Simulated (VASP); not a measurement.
# MgO2 (R-3m) in VASP: a series of runs

Runs on MgO2. Level: PBEsol. Tasks: single point.

All numbers are computed with VASP 6.6.1; they aren't measurements. Logs are shortened: lines on timing, memory, paths and dates and some standing lists are left out, and cuts for length are marked.

### Step 1. The cell of the first run

It takes space group R-3m (No. 166, trigonal). The conventional cell has a = 3.223 Å, b = 3.223 Å, c = 10.372 Å, α = 90.00°, β = 90.00°, γ = 120.00°. Within 2.8 Å of Mg (site symmetry -3m) lie 6 O at 2.11 Å. O (site symmetry 3m) has 1 O at 1.47 Å within 2.0 Å.

### Step 2. Single point, PBEsol (strain +0.0175 x Voigt [1, 1, 0, 0, 0, 0])

The input, INCAR:

```
  PREC = Accurate
  ENCUT = 840
  EDIFF = 1E-6
  ISMEAR = 0
  SIGMA = 0.05
  LREAL = False
  LASPH = True
  NELM = 120
  ALGO = Normal
  ISIF = 2
  LWAVE = False
  LCHARG = False
  GGA = PS
  NBANDS = 18
  GGA_COMPAT = False
```

The input, KPOINTS:

```
Automatic mesh
0
Gamma
  12 12 12
```

The input, POSCAR:

```
MgO2
1.0
    1.6115403805      0.9304232725      3.4573706250
   -1.6115403805      0.9304232725      3.4573706250
    0.0000000000     -1.8608465450      3.4573706250
Mg O
1 2
Direct
    0.0000000000      0.0000000000      0.0000000000
    0.4291433728      0.4291433728      0.4291433728
    0.5708566272      0.5708566272      0.5708566272
```

Potentials or basis: VASP PAW PBE potentials, release 64 (Mg_sv, O).

Started as:

```
$ cat potpaw_PBE.64/Mg_sv/POTCAR potpaw_PBE.64/O/POTCAR > POTCAR
$ mpirun -np 1 vasp_std > vasp.out
```

OUTCAR:

```text
PREC = Accurate
   ENCUT = 840
   EDIFF = 1E-6
   ISMEAR = 0
   LREAL = False
   LASPH = True
   NELM = 120
   ISIF = 2
   GGA = PS

 ion  position               nearest neighbor table
   1  0.000  0.000  0.000-   3 2.11   3 2.11   2 2.11   2 2.11   3 2.11   2 2.11
   2  0.429  0.429  0.429-   3 1.47   1 2.11   1 2.11   1 2.11
   3  0.571  0.571  0.571-   2 1.47   1 2.11   1 2.11   1 2.11

  LATTYP: Found a trigonal (rhomboedric) cell.
 ALAT       =     3.9263420002
 COS(alpha) =     0.6630727568

  Lattice vectors:

 A1 = (   1.6115403805,   0.9304232725,   3.4573706250)
 A2 = (  -1.6115403805,   0.9304232725,   3.4573706250)
 A3 = (   0.0000000000,  -1.8608465450,   3.4573706250)

Analysis of symmetry for initial positions (statically):
=====================================================================
 Subroutine PRICEL returns:
 Original cell was already a primitive cell.

 Routine SETGRP: Setting up the symmetry group for a
 trigonal (rhombohedral) supercell.

 Subroutine GETGRP returns: Found 12 space group operations
 (whereof 12 operations were pure point group operations)
 out of a pool of 12 trial point group operations.

The static configuration has the point symmetry D_3d.

Analysis of symmetry for dynamics (positions and initial velocities):
=====================================================================
 Subroutine PRICEL returns:
 Original cell was already a primitive cell.

 Routine SETGRP: Setting up the symmetry group for a
 trigonal (rhombohedral) supercell.

 Subroutine GETGRP returns: Found 12 space group operations
 (whereof 12 operations were pure point group operations)
 out of a pool of 12 trial point group operations.

The dynamic configuration has the point symmetry D_3d.

 Subroutine INISYM returns: Found 12 space group operations
 (whereof 12 operations are pure point group operations),
 and found     1 'primitive' translations

----------------------------------------------------------------------------------------

                                     Primitive cell

  volume of cell :      31.1042

  direct lattice vectors                    reciprocal lattice vectors
     1.611540380  0.930423273  3.457370625     0.310262160  0.179129942  0.096412381
    -1.611540380  0.930423273  3.457370625    -0.310262160  0.179129942  0.096412381
     0.000000000 -1.860846545  3.457370625     0.000000000 -0.358259884  0.096412381

  length of vectors
     3.926342000  3.926342000  3.926342000     0.371006053  0.371006053  0.371006053

  position of ions in fractional coordinates (direct lattice)
     0.000000000  0.000000000  0.000000000
     0.429143373  0.429143373  0.429143373
     0.570856627  0.570856627  0.570856627

  ion indices of the primitive-cell ions
   primitive index   ion index
                 1           1
                 2           2
                 3           3

----------------------------------------------------------------------------------------

 KPOINTS: Automatic mesh

Automatic generation of k-mesh.
 Grid dimensions read from file:
 generate k-points for:   12   12   12

 Generating k-lattice:

  Cartesian coordinates                     Fractional coordinates (reciprocal lattice)
     0.025855180  0.014927495  0.008034365     0.083333333  0.000000000 -0.000000000
    -0.025855180  0.014927495  0.008034365     0.000000000  0.083333333 -0.000000000
     0.000000000 -0.029854990  0.008034365    -0.000000000 -0.000000000  0.083333333

  Length of vectors
     0.030917171  0.030917171  0.030917171

  Shift w.r.t. Gamma in fractional coordinates (k-lattice)
     0.000000000  0.000000000  0.000000000

 Subroutine IBZKPT returns following result:
 ===========================================

 Found    189 irreducible k-points:

 Following reciprocal coordinates:
            Coordinates               Weight
  0.000000  0.000000  0.000000      1.000000
  0.083333  0.000000 -0.000000      6.000000
  0.166667  0.000000  0.000000      6.000000
  0.250000 -0.000000 -0.000000      6.000000
  0.333333 -0.000000  0.000000      6.000000
  0.416667  0.000000  0.000000      6.000000
[... 16 lines left out ...]
  0.500000  0.166667 -0.000000     12.000000
 -0.416667  0.166667  0.000000     12.000000
 [... further k-points ...]
   k-points           NKPTS =    189   k-points in BZ     NKDIM =    189   number of bands    NBANDS=     18
   number of dos      NEDOS =    301   number of ions     NIONS =      3
   total plane-waves  NPLWV =  64000
   dimension x,y,z NGX =    40 NGY =   40 NGZ =   40
   dimension x,y,z NGXF=    80 NGYF=   80 NGZF=   80
   ions per type =               1   2
   NGX,Y,Z   is equivalent  to a cutoff of  16.94, 16.94, 16.94 a.u.
   NGXF,Y,Z  is equivalent  to a cutoff of  33.87, 33.87, 33.87 a.u.
 SYSTEM =  unknown system
   PREC   = accura    normal or accurate (medium, high low for compatibility)
   ISTART =      0    job   : 0-new  1-cont  2-samecut
   ICHARG =      2    charge: 1-file 2-atom 10-const
   ISPIN  =      1    spin polarized calculation?
   LNONCOLLINEAR =      F non collinear calculations
   LSORBIT =      F    spin-orbit coupling
   LASPH  =      T    aspherical Exc in radial PAW
   ENCUT  =  840.0 eV  61.74 Ry    7.86 a.u.   9.28  9.28  9.28*2*pi/ulx,y,z
   NELM   =    120;   NELMIN=  2; NELMDL= -5     # of ELM steps
   EDIFF  = 0.1E-05   stopping-criterion for ELM
   LREAL  =      F    real-space projection
   EDIFFG = 0.1E-04   stopping-criterion for IOM
   NSW    =      0    number of steps for IOM
   IBRION =     -1    ionic relax: 0-MD 1-quasi-New 2-CG
   NFREE  =      0    steps in history (QN), initial steepest desc. (CG)
   ISIF   =      2    stress and relaxation
   ISYM   =      2    0-nonsym 1-usesym 2-fastsym
   POTIM  = 0.5000    time-step for ionic-motion
   TEBEG  =    0.0;   TEEND  =   0.0 temperature during run
   PSTRESS=    0.0 pullay stress
   NELECT =      22.0000    total number of electrons
   NUPDOWN=      -1.0000    fix difference up-down
   EMIN   =  10.00;   EMAX   =-10.00  energy-range for DOS
   EFERMI =   0.00;   METHOD = LEGACY
   ISMEAR =     0;   SIGMA  =   0.05  broadening in eV -4-tet -1-fermi 0-gaus
   EFERMI_NEDOS =   21; number of points for ismear=-14 and -15
   IALGO  =     38    algorithm
   IMIX   =      4    mixing-type and parameters
     AMIX     =   0.40;   BMIX     =  1.00
     AMIX_MAG =   1.60;   BMIX_MAG =  1.00
  volume/ion in A,a.u.               =      10.37        69.97
  Fermi-wavevector in a.u.,A,eV,Ry     =   1.458622  2.756396 28.947456  2.127578
  Thomas-Fermi vector in A             =   2.575285
   LORBIT       =      0    0 simple, 1 ext, 2 COOP (PROOUT), +10 PAW based schemes
   GGA     = PS    functional components
   LHFCALC =     F    Hartree Fock is set to
   AEXX    =    0.0000 exact exchange contribution
   IVDW    =     0    specifies the selected vdW correction
   LEPSILON=     F    determine dielectric tensor
   LRPA    =     F    only Hartree local field effects (RPA)
 non-spin polarized calculation
 Gauss-broadening in eV      SIGMA  =   0.05
  energy-cutoff  :      840.00
  volume of cell :       31.10
 maximum number of plane-waves:      1738
 NGX is ok and might be reduce to    40
   NGX = 19   NGY = 19   NGZ = 19

 number of electron      21.9999995 magnetization

 Free energy of the ion-electron system (eV)
  ---------------------------------------------------
  ext. energy  EPLUGINS =         0.00000000
  ---------------------------------------------------
  free energy    TOTEN  =       -17.18196729 eV

  energy without entropy =      -17.18196729  energy(sigma->0) =      -17.18196729

 E-fermi :   2.8208     XC(G=0): -10.6176

 val. band max:        2.5624188207   @ k =   0.5000   0.5000   0.5000
 cond. band min:       5.0508079005   @ k =   0.5000   0.5000   0.5000
 fundamental gap:      2.4883890798
 Fermi energy:         2.8208405863

 k-point     1 :       0.0000    0.0000    0.0000
  band No.  band energies     occupation
      1     -70.6317      2.00000
      2     -37.6052      2.00000
      3     -37.5685      2.00000
      4     -37.5685      2.00000
      5     -18.9994      2.00000
      6     -11.8323      2.00000
[... 10 lines left out ...]
     17      17.0110      0.00000
     18      18.8276      0.00000

 k-point     2 :       0.0833    0.0000   -0.0000
  band No.  band energies     occupation
      1     -70.6316      2.00000
      2     -37.6050      2.00000
      3     -37.5707      2.00000
      4     -37.5690      2.00000
      5     -18.9683      2.00000
      6     -11.8550      2.00000
[... 10 lines left out ...]
     17      17.1995      0.00000
     18      18.5280      0.00000

 k-point     3 :       0.1667    0.0000    0.0000
  band No.  band energies     occupation
      1     -70.6312      2.00000
      2     -37.6043      2.00000
      3     -37.5768      2.00000
      4     -37.5702      2.00000
      5     -18.8823      2.00000
      6     -11.9169      2.00000
[... 10 lines left out ...]
     17      17.7498      0.00000
     18      17.8431      0.00000

 k-point     4 :       0.2500   -0.0000   -0.0000
  band No.  band energies     occupation
      1     -70.6307      2.00000
      2     -37.6033      2.00000
      3     -37.5850      2.00000
      4     -37.5720      2.00000
      5     -18.7614      2.00000
      6     -12.0012      2.00000
[... 375 lines left out ...]
      4     -37.5775      2.00000
      5     -18.5515      2.00000
      6     -12.2829      2.00000
[... 10 lines left out ...]
     17      17.7322      0.00000
     18      19.3436      0.00000

 k-point    23 :       0.5000    0.1667   -0.0000
  band No.  band energies     occupation
      1     -70.6296      2.00000
      2     -37.6020      2.00000
      3     -37.5966      2.00000
      4     -37.5797      2.00000
      5     -18.4847      2.00000
      6     -12.2756      2.00000
[... 10 lines left out ...]
     17      17.3017      0.00000
     18      19.4742      0.00000

 k-point    24 :      -0.4167    0.1667    0.0000
  band No.  band energies     occupation
      1     -70.6295      2.00000
      2     -37.6018      2.00000
      3     -37.5978      2.00000
      4     -37.5806      2.00000
      5     -18.4737      2.00000
      6     -12.2198      2.00000
[... 10 lines left out ...]
     17      17.0605      0.00000
     18      19.4420      0.00000

 [... further k-points ...]

------------------------ aborting loop because EDIFF is reached ----------------------------------------

  FORCE on cell =-STRESS in cart. coord.  units (eV):
  Direction    XX          YY          ZZ          XY          YZ          ZX
  --------------------------------------------------------------------------------------
  -------------------------------------------------------------------------------------
  Total       -0.9592449     -0.9592449      0.0709124     -0.0000000      0.0000000      0.0000000
  in kB      -49.4107131    -49.4107131      3.6527010     -0.0000000      0.0000000      0.0000000
  external PRESSURE =     -31.7229084 kB  Pullay stress =       0.0000000 kB

 VOLUME and BASIS-vectors are now :
 -----------------------------------------------------------------------------
  energy-cutoff  :      840.00
  volume of cell :       31.10
      direct lattice vectors                 reciprocal lattice vectors
     1.611540380  0.930423273  3.457370625     0.310262160  0.179129942  0.096412381
    -1.611540380  0.930423273  3.457370625    -0.310262160  0.179129942  0.096412381
     0.000000000 -1.860846545  3.457370625     0.000000000 -0.358259884  0.096412381

 POSITION                                       TOTAL-FORCE (eV/Angst)
 -----------------------------------------------------------------------------------
      0.00000      0.00000      0.00000        -0.000000      0.000000     -0.000000
      0.00000      0.00000      4.45112         0.000000      0.000000     -0.360653
      0.00000      0.00000      5.92099         0.000000     -0.000000      0.360653
 -----------------------------------------------------------------------------------
    total drift:                                0.000000      0.000000      0.000000

  FREE ENERGIE OF THE ION-ELECTRON SYSTEM (eV)
  ---------------------------------------------------
  free  energy   TOTEN  =       -17.1819672856 eV

  energy  without entropy=      -17.1819672856  energy(sigma->0) =      -17.18196729
```

Run time: 4.6 min. Hardware: 1 thread of Intel Xeon Platinum 8375C at 2.90GHz (Ice Lake), shared host; peak memory 0.37 GiB.

Results:

| Quantity | Value |
| --- | --- |
| Free energy | -17.1820 eV |
| Pressure | -3.2 GPa |
| Largest force | 0.361 eV/Å |
| Band gap on the k mesh | 2.49 eV |

Forces in eV/Å, atoms in the order of the input:
```
Mg   0.000  0.000  0.000
O    0.000  0.000 -0.361
O    0.000  0.000  0.361
```

Levels at points of the mesh, in eV from the valence-band top:
```
           k point  band 8  band 9  band 10  band 11  band 12  band 13  band 14  band 15
(0.00, 0.00, 0.00)   -3.54   -3.54    -0.83    -0.83     4.31     5.04    12.08    13.84
(0.50, 0.00, 0.00)   -6.23   -3.87    -1.29    -1.09     4.38     8.33     9.91    12.38
(0.50, 0.50, 0.00)   -5.55   -4.55    -2.16    -0.11     3.73     7.48    10.70    12.21
(0.50, 0.50, 0.50)   -4.07   -4.07     0.00     0.00     2.49     4.64     9.33    13.80
```

Caveat: the cell differs from its parent crystal (strain +0.0175 x Voigt [1, 1, 0, 0, 0, 0]); the stress differs along the axes, from -5 to 0 GPa; the PAW data sets were made with another functional, which shifts forces and pressure a little. A k mesh can miss the band edges.

### Step 3. Single point, PBEsol (strain -0.0150 x Voigt [1, 1, 0, 0, 0, 0])

The input, INCAR:

```
SYSTEM = MgO2
  PREC = Accurate
  ENCUT = 840
  EDIFF = 1E-6
  ISMEAR = 0
  SIGMA = 0.05
  LREAL = .False.
  LASPH = .True.
  NELM = 120
  ALGO = Normal
  ISIF = 2
  LWAVE = .False.
  LCHARG = .False.
  GGA = PS
  NBANDS = 18
  GGA_COMPAT = .False.
```

The input, KPOINTS:

```
Automatic mesh
0
Gamma
  12 12 12
  0 0 0
```

The input, POSCAR:

```
MgO2
1.0
    1.5600661177      0.9007045930      3.4573706250
   -1.5600661177      0.9007045930      3.4573706250
    0.0000000000     -1.8014091860      3.4573706250
Mg O
1 2
Direct
    0.0000000000      0.0000000000      0.0000000000
    0.4291433728      0.4291433728      0.4291433728
    0.5708566272      0.5708566272      0.5708566272
```

Potentials or basis: VASP PAW PBE potentials, release 64 (Mg_sv, O).

Started as:

```
$ cat potpaw_PBE.64/Mg_sv/POTCAR potpaw_PBE.64/O/POTCAR > POTCAR
$ mpirun -np 1 vasp_std > vasp.out
```

Run time: 3.6 min. Hardware: 1 thread of Intel Xeon Platinum 8488C (Sapphire Rapids), shared host; peak memory 0.35 GiB.

The run converged. Its results:

```yaml
Free_energy: -17.1815 eV
Pressure: 4.0 GPa
Largest_force: 0.084 eV/Å
Band_gap_on_the_k_mesh: 2.41 eV
```

Forces in eV/Å, atoms in the order of the input:
```
Mg   0.000  0.000  0.000
O    0.000  0.000  0.084
O    0.000  0.000 -0.084
```

Stress tensor (GPa, compression positive):
```
4.93 0.00 0.00
0.00 4.93 0.00
0.00 0.00 2.19
```

Levels at points of the mesh, in eV from the valence-band top:
```
           k point  band 7  band 8  band 9  band 10  band 11  band 12  band 13  band 14  band 15  band 16
(0.00, 0.00, 0.00)   -8.16   -3.49   -3.49    -0.88    -0.88     4.87     5.01    12.41    14.11    15.10
(0.50, 0.00, 0.00)   -7.03   -6.47   -3.89    -1.33    -1.29     4.29     8.84    10.87    12.92    14.50
(0.50, 0.50, 0.00)   -6.35   -5.78   -4.55    -2.35    -0.19     3.64     7.95    11.49    12.89    13.16
(0.50, 0.50, 0.50)   -5.16   -4.04   -4.04     0.00     0.00     2.41     5.06     9.91    14.72    14.72
```

Caveat: the cell differs from its parent crystal (strain -0.0150 x Voigt [1, 1, 0, 0, 0, 0]); the cell stands under pressure; the PAW data sets were made with another functional, which shifts forces and pressure a little. A k mesh can miss the band edges.

### Step 4. Single point, PBEsol (strain -0.0050 x Voigt [1, 1, 0, 0, 0, 0])

The input, INCAR:

```
PREC = Accurate
ENCUT = 840
EDIFF = 1E-6
ISMEAR = 0
SIGMA = 0.05
LREAL = F
LASPH = T
NELM = 120
ALGO = Normal
ISIF = 2
LWAVE = F
LCHARG = T
GGA = PS
LELF = T
LVHAR = T
NBANDS = 18
GGA_COMPAT = F
```

The input, KPOINTS:

```
regular mesh
0
Gamma
  12 12 12
```

The input, POSCAR:

```
MgO2
1.0
    1.5759043524      0.9098488021      3.4573706250
   -1.5759043524      0.9098488021      3.4573706250
    0.0000000000     -1.8196976042      3.4573706250
Mg O
1 2
Direct
    0.0000000000      0.0000000000      0.0000000000
    0.4291433728      0.4291433728      0.4291433728
    0.5708566272      0.5708566272      0.5708566272
```

Started as:

```
$ cat potpaw_PBE.64/Mg_sv/POTCAR potpaw_PBE.64/O/POTCAR > POTCAR
$ mpirun -np 1 vasp_std > vasp.out
```

Wall time 10 min (1 thread of AMD EPYC, shared host); peak memory 0.33 GiB.

It converged, with:

```
Free energy            : -17.1947 eV
Pressure               : 1.5 GPa
Largest force          : 0.065 eV/Å
Band gap on the k mesh : 2.44 eV
```

Forces in eV/Å, atoms in the order of the input:
```
Mg   0.000  0.000  0.000
O    0.000  0.000 -0.065
O    0.000  0.000  0.065
```

Levels at points of the mesh, in eV from the valence-band top:
| k point | band 9 | band 10 | band 11 | band 12 | band 13 | band 14 |
| --- | --- | --- | --- | --- | --- | --- |
| (0.00, 0.00, 0.00) | -3.50 | -0.86 | -0.86 | 4.69 | 5.02 | 12.31 |
| (0.50, 0.00, 0.00) | -3.89 | -1.32 | -1.23 | 4.32 | 8.68 | 10.57 |
| (0.50, 0.50, 0.00) | -4.55 | -2.29 | -0.17 | 3.67 | 7.80 | 11.24 |
| (0.50, 0.50, 0.50) | -4.05 | 0.00 | 0.00 | 2.44 | 4.93 | 9.72 |

Caveat: the cell differs from its parent crystal (strain -0.0050 x Voigt [1, 1, 0, 0, 0, 0]); the PAW data sets were made with another functional, which shifts forces and pressure a little. A k mesh can miss the band edges.

### Step 5. Summary

```tsv
cell	gap on the mesh (eV)	pressure (GPa)	largest force (eV/Å)
a = 3.926 Å, angles 48.5°, 3 atoms	2.49	-3.2	0.36
a = 3.899 Å, angles 47.2°, 3 atoms	2.41	4.0	0.08
a = 3.907 Å, angles 47.6°, 3 atoms	2.44	1.5	0.07
```

Alike in all rows: task single point; level PBEsol; potentials or basis VASP PAW PBE potentials, release 64 (Mg_sv, O); no spin polarisation; k mesh 12 × 12 × 12; cutoff (eV) 840; smearing gaussian 0.05 eV.

Caveats: the PAW data sets were made with another functional, which shifts forces and pressure a little; the stress differs along the axes, from -5 to 0 GPa (at least some runs); the cell stands under pressure (at least some runs).

Total energies depend on the potentials used, so only differences within one code and one set of settings carry meaning.
